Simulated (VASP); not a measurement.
# KCl (Pm-3m) in VASP: further runs

Runs on KCl. Level: PBE. Tasks: single point.

Program: VASP 6.6.1. These are calculated values, not measurements. Logs are shortened: lines on timing, memory, paths and dates and some standing lists are left out, and cuts for length are marked.

**1. The cell of the first run**

It takes space group Pm-3m (No. 221, cubic). The conventional cell has a = 3.756 Å, b = 3.756 Å, c = 3.756 Å, α = 90.00°, β = 90.00°, γ = 90.00°. K (site symmetry m-3m) has 8 Cl at 3.25 Å and 6 K at 3.76 Å within 4.3 Å. Within 4.3 Å of Cl (site symmetry m-3m) lie 8 K at 3.25 Å and 6 Cl at 3.76 Å.

**2. Single point, PBE (26.50 Å³/atom)**

The input, INCAR:

```
SYSTEM = KCl
ALGO = Normal
EDIFF = 1E-7
ENCUT = 520
GGA = PE
ISIF = 2
ISMEAR = 0
LASPH = .True.
LCHARG = .False.
LREAL = .False.
LWAVE = .False.
NBANDS = 15
NELM = 80
PREC = Accurate
SIGMA = 0.01
```

The input, KPOINTS:

```
k-points
0
Gamma
  6 6 6
  0 0 0
```

The input, POSCAR:

```
KCl
1.0
    3.7561943885      0.0000000000      0.0000000000
    0.0000000000      3.7561943885      0.0000000000
    0.0000000000      0.0000000000      3.7561943885
K Cl
1 1
Direct
    0.0000000000      0.0000000000      0.0000000000
    0.5000000000      0.5000000000      0.5000000000
```

Potentials or basis: VASP PAW PBE potentials, release 64 (K_sv, Cl).

The run is started by

```bash
> cat potpaw_PBE.64/K_sv/POTCAR potpaw_PBE.64/Cl/POTCAR > POTCAR
> mpirun -np 1 vasp_std > vasp.out
```

OUTCAR:

```text
SYSTEM = KCl
   EDIFF = 1E-7
   ENCUT = 520
   GGA = PE
   ISIF = 2
   ISMEAR = 0
   LASPH = .True.
   LREAL = .False.
   NELM = 80
   PREC = Accurate

 ion  position               nearest neighbor table
   1  0.000  0.000  0.000-
   2  0.500  0.500  0.500-

  LATTYP: Found a simple cubic cell.
 ALAT       =     3.7561943885

  Lattice vectors:

 A1 = (   3.7561943885,   0.0000000000,   0.0000000000)
 A2 = (   0.0000000000,   3.7561943885,   0.0000000000)
 A3 = (   0.0000000000,   0.0000000000,   3.7561943885)

Analysis of symmetry for initial positions (statically):
=====================================================================
 Subroutine PRICEL returns:
 Original cell was already a primitive cell.

 Routine SETGRP: Setting up the symmetry group for a
 simple cubic supercell.

 Subroutine GETGRP returns: Found 48 space group operations
 (whereof 48 operations were pure point group operations)
 out of a pool of 48 trial point group operations.

The static configuration has the point symmetry O_h .

Analysis of symmetry for dynamics (positions and initial velocities):
=====================================================================
 Subroutine PRICEL returns:
 Original cell was already a primitive cell.

 Routine SETGRP: Setting up the symmetry group for a
 simple cubic supercell.

 Subroutine GETGRP returns: Found 48 space group operations
 (whereof 48 operations were pure point group operations)
 out of a pool of 48 trial point group operations.

The dynamic configuration has the point symmetry O_h .

 Subroutine INISYM returns: Found 48 space group operations
 (whereof 48 operations are pure point group operations),
 and found     1 'primitive' translations

----------------------------------------------------------------------------------------

                                     Primitive cell

  volume of cell :      52.9961

  direct lattice vectors                    reciprocal lattice vectors
     3.756194388  0.000000000  0.000000000     0.266226903  0.000000000  0.000000000
     0.000000000  3.756194388  0.000000000     0.000000000  0.266226903  0.000000000
     0.000000000  0.000000000  3.756194388     0.000000000  0.000000000  0.266226903

  length of vectors
     3.756194388  3.756194388  3.756194388     0.266226903  0.266226903  0.266226903

  position of ions in fractional coordinates (direct lattice)
     0.000000000  0.000000000  0.000000000
     0.500000000  0.500000000  0.500000000

  ion indices of the primitive-cell ions
   primitive index   ion index
                 1           1
                 2           2

----------------------------------------------------------------------------------------

 KPOINTS: k-points

Automatic generation of k-mesh.
 Grid dimensions read from file:
 generate k-points for:    6    6    6

 Generating k-lattice:

  Cartesian coordinates                     Fractional coordinates (reciprocal lattice)
     0.044371151  0.000000000  0.000000000     0.166666667  0.000000000  0.000000000
     0.000000000  0.044371151  0.000000000     0.000000000  0.166666667  0.000000000
     0.000000000  0.000000000  0.044371151     0.000000000  0.000000000  0.166666667

  Length of vectors
     0.044371151  0.044371151  0.044371151

  Shift w.r.t. Gamma in fractional coordinates (k-lattice)
     0.000000000  0.000000000  0.000000000

 Subroutine IBZKPT returns following result:
 ===========================================

 Found     20 irreducible k-points:

 Following reciprocal coordinates:
            Coordinates               Weight
  0.000000  0.000000  0.000000      1.000000
  0.166667  0.000000  0.000000      6.000000
  0.333333  0.000000  0.000000      6.000000
  0.500000  0.000000  0.000000      3.000000
  0.166667  0.166667  0.000000     12.000000
  0.333333  0.166667  0.000000     24.000000
[... 12 lines left out ...]
  0.500000  0.500000  0.333333      6.000000
  0.500000  0.500000  0.500000      1.000000
   k-points           NKPTS =     20   k-points in BZ     NKDIM =     20   number of bands    NBANDS=     15
   number of dos      NEDOS =    301   number of ions     NIONS =      2
   total plane-waves  NPLWV =  21952
   dimension x,y,z NGX =    28 NGY =   28 NGZ =   28
   dimension x,y,z NGXF=    56 NGYF=   56 NGZF=   56
   ions per type =               1   1
   NGX,Y,Z   is equivalent  to a cutoff of  12.39, 12.39, 12.39 a.u.
   NGXF,Y,Z  is equivalent  to a cutoff of  24.79, 24.79, 24.79 a.u.
 SYSTEM =  KCl
   PREC   = accura    normal or accurate (medium, high low for compatibility)
   ISTART =      0    job   : 0-new  1-cont  2-samecut
   ICHARG =      2    charge: 1-file 2-atom 10-const
   ISPIN  =      1    spin polarized calculation?
   LNONCOLLINEAR =      F non collinear calculations
   LSORBIT =      F    spin-orbit coupling
   LASPH  =      T    aspherical Exc in radial PAW
   ENCUT  =  520.0 eV  38.22 Ry    6.18 a.u.   6.98  6.98  6.98*2*pi/ulx,y,z
   NELM   =     80;   NELMIN=  2; NELMDL= -5     # of ELM steps
   EDIFF  = 0.1E-06   stopping-criterion for ELM
   LREAL  =      F    real-space projection
   EDIFFG = 0.1E-05   stopping-criterion for IOM
   NSW    =      0    number of steps for IOM
   IBRION =     -1    ionic relax: 0-MD 1-quasi-New 2-CG
   NFREE  =      0    steps in history (QN), initial steepest desc. (CG)
   ISIF   =      2    stress and relaxation
   ISYM   =      2    0-nonsym 1-usesym 2-fastsym
   POTIM  = 0.5000    time-step for ionic-motion
   TEBEG  =    0.0;   TEEND  =   0.0 temperature during run
   PSTRESS=    0.0 pullay stress
   NELECT =      16.0000    total number of electrons
   NUPDOWN=      -1.0000    fix difference up-down
   EMIN   =  10.00;   EMAX   =-10.00  energy-range for DOS
   EFERMI =   0.00;   METHOD = LEGACY
   ISMEAR =     0;   SIGMA  =   0.01  broadening in eV -4-tet -1-fermi 0-gaus
   EFERMI_NEDOS =   21; number of points for ismear=-14 and -15
   IALGO  =     38    algorithm
   IMIX   =      4    mixing-type and parameters
     AMIX     =   0.40;   BMIX     =  1.00
     AMIX_MAG =   1.60;   BMIX_MAG =  1.00
  volume/ion in A,a.u.               =      26.50       178.82
  Fermi-wavevector in a.u.,A,eV,Ry     =   1.098247  2.075386 16.410625  1.206147
  Thomas-Fermi vector in A             =   2.234621
   LORBIT       =      0    0 simple, 1 ext, 2 COOP (PROOUT), +10 PAW based schemes
   GGA     = PE    functional components
   LHFCALC =     F    Hartree Fock is set to
   AEXX    =    0.0000 exact exchange contribution
   IVDW    =     0    specifies the selected vdW correction
   LEPSILON=     F    determine dielectric tensor
   LRPA    =     F    only Hartree local field effects (RPA)
 non-spin polarized calculation
 Gauss-broadening in eV      SIGMA  =   0.01
  energy-cutoff  :      520.00
  volume of cell :       53.00
 maximum number of plane-waves:      1472
 NGX is ok and might be reduce to    28
   NGX = 13   NGY = 13   NGZ = 13

 number of electron      16.0000001 magnetization

 Free energy of the ion-electron system (eV)
  ---------------------------------------------------
  ext. energy  EPLUGINS =         0.00000000
  ---------------------------------------------------
  free energy    TOTEN  =        -6.63999287 eV

  energy without entropy =       -6.63999287  energy(sigma->0) =       -6.63999287

 E-fermi :  -0.4453     XC(G=0):  -8.3588

 val. band max:       -0.4991248704   @ k =   0.5000   0.5000   0.0000
 cond. band min:       4.5843805593   @ k =   0.0000   0.0000   0.0000
 fundamental gap:      5.0835054297
 Fermi energy:        -0.4452859320

 k-point     1 :       0.0000    0.0000    0.0000
  band No.  band energies     occupation
      1     -28.4519      2.00000
      2     -13.1937      2.00000
      3     -11.8247      2.00000
      4     -11.8247      2.00000
      5     -11.8247      2.00000
      6      -0.7146      2.00000
      7      -0.7146      2.00000
      8      -0.7146      2.00000
      9       4.5844      0.00000
     10       6.0088      0.00000
     11       6.0088      0.00000
     12      10.3176      0.00000
     13      10.3176      0.00000
     14      10.3176      0.00000
     15      13.3750      0.00000

 k-point     2 :       0.1667    0.0000    0.0000
  band No.  band energies     occupation
      1     -28.4456      2.00000
      2     -13.2407      2.00000
      3     -11.8151      2.00000
      4     -11.8151      2.00000
      5     -11.7888      2.00000
      6      -1.2427      2.00000
      7      -0.7203      2.00000
      8      -0.7203      2.00000
      9       5.2259      0.00000
     10       6.2458      0.00000
     11       6.6114      0.00000
     12      10.2230      0.00000
     13      10.2230      0.00000
     14      10.4560      0.00000
     15      12.3558      0.00000

 k-point     3 :       0.3333    0.0000    0.0000
  band No.  band energies     occupation
      1     -28.4330      2.00000
      2     -13.3380      2.00000
      3     -11.7958      2.00000
      4     -11.7958      2.00000
      5     -11.7065      2.00000
      6      -2.0785      2.00000
      7      -0.7330      2.00000
      8      -0.7330      2.00000
      9       6.5437      0.00000
     10       6.8950      0.00000
     11       7.7818      0.00000
     12      10.1595      0.00000
     13      10.1595      0.00000
     14      10.6333      0.00000
     15      10.7790      0.00000

 k-point     4 :       0.5000    0.0000    0.0000
  band No.  band energies     occupation
      1     -28.4266      2.00000
      2     -13.3878      2.00000
      3     -11.7860      2.00000
      4     -11.7860      2.00000
      5     -11.6605      2.00000
      6      -2.4330      2.00000
      7      -0.7399      2.00000
      8      -0.7399      2.00000
      9       7.4508      0.00000
     10       7.5326      0.00000
     11       8.1143      0.00000
     12       9.6613      0.00000
     13      10.2228      0.00000
     14      10.2228      0.00000
     15      10.9743      0.00000
[... 235 lines left out ...]
 k-point    18 :       0.5000    0.3333    0.3333
  band No.  band energies     occupation
      1     -28.3926      2.00000
      2     -12.8465      2.00000
      3     -12.0093      2.00000
      4     -11.9850      2.00000
      5     -11.9682      2.00000
      6      -1.9277      2.00000
      7      -1.6984      2.00000
      8      -1.5588      2.00000
      9       7.4944      0.00000
     10       8.0814      0.00000
     11       8.2503      0.00000
     12       9.5038      0.00000
     13       9.5636      0.00000
     14       9.8750      0.00000
     15      12.1513      0.00000

 k-point    19 :       0.5000    0.5000    0.3333
  band No.  band energies     occupation
      1     -28.3871      2.00000
      2     -12.7626      2.00000
      3     -12.0449      2.00000
      4     -12.0449      2.00000
      5     -11.9616      2.00000
      6      -1.9212      2.00000
      7      -1.9212      2.00000
      8      -1.6525      2.00000
      9       7.5502      0.00000
     10       8.4309      0.00000
     11       8.4309      0.00000
     12       9.0136      0.00000
     13      10.1269      0.00000
     14      10.1269      0.00000
     15      12.0222      0.00000

 k-point    20 :       0.5000    0.5000    0.5000
  band No.  band energies     occupation
      1     -28.3816      2.00000
      2     -12.7198      2.00000
      3     -12.0276      2.00000
      4     -12.0276      2.00000
      5     -12.0276      2.00000
      6      -1.9657      2.00000
      7      -1.9657      2.00000
      8      -1.9657      2.00000
      9       8.5202      0.00000
     10       8.5202      0.00000
     11       8.5202      0.00000
     12       9.6768      0.00000
     13       9.6768      0.00000
     14       9.6768      0.00000
     15      12.0523      0.00000

------------------------ aborting loop because EDIFF is reached ----------------------------------------

  FORCE on cell =-STRESS in cart. coord.  units (eV):
  Direction    XX          YY          ZZ          XY          YZ          ZX
  --------------------------------------------------------------------------------------
  -------------------------------------------------------------------------------------
  Total        0.4595174      0.4595174      0.4595174     -0.0000000     -0.0000000      0.0000000
  in kB       13.8921147     13.8921147     13.8921147     -0.0000000     -0.0000000      0.0000000
  external PRESSURE =      13.8921147 kB  Pullay stress =       0.0000000 kB

 VOLUME and BASIS-vectors are now :
 -----------------------------------------------------------------------------
  energy-cutoff  :      520.00
  volume of cell :       53.00
      direct lattice vectors                 reciprocal lattice vectors
     3.756194388  0.000000000  0.000000000     0.266226903  0.000000000  0.000000000
     0.000000000  3.756194388  0.000000000     0.000000000  0.266226903  0.000000000
     0.000000000  0.000000000  3.756194388     0.000000000  0.000000000  0.266226903

 POSITION                                       TOTAL-FORCE (eV/Angst)
 -----------------------------------------------------------------------------------
      0.00000      0.00000      0.00000         0.000000      0.000000      0.000000
      1.87810      1.87810      1.87810         0.000000      0.000000      0.000000
 -----------------------------------------------------------------------------------
    total drift:                                0.000000      0.000000      0.000000

  FREE ENERGIE OF THE ION-ELECTRON SYSTEM (eV)
  ---------------------------------------------------
  free  energy   TOTEN  =        -6.6399928666 eV

  energy  without entropy=       -6.6399928666  energy(sigma->0) =       -6.63999287
```

Wall time 13 s (1 thread of AMD EPYC 7R13 (Zen 3), shared host); peak memory 0.13 GiB.

What came out:

```yaml
Free_energy: -6.6400 eV
Pressure: 1.4 GPa
Band_gap_on_the_k_mesh: 5.08 eV (least direct gap 5.30 eV)
```

Levels at points of the mesh, in eV from the valence-band top:
| k point | band 6 | band 7 | band 8 | band 9 | band 10 | band 11 |
| --- | --- | --- | --- | --- | --- | --- |
| (0.00, 0.00, 0.00) | -0.22 | -0.22 | -0.22 | 5.08 | 6.51 | 6.51 |
| (0.50, 0.00, 0.00) | -1.93 | -0.24 | -0.24 | 7.95 | 8.03 | 8.61 |
| (0.50, 0.50, 0.00) | -1.29 | -1.29 | 0.00 | 6.23 | 7.37 | 9.00 |
| (0.50, 0.50, 0.50) | -1.47 | -1.47 | -1.47 | 9.02 | 9.02 | 9.02 |

Caveat: the structure was generated, so it needn't be the stable form of KCl. A k mesh can miss the band edges.

(Continued in part 2 of 2.)
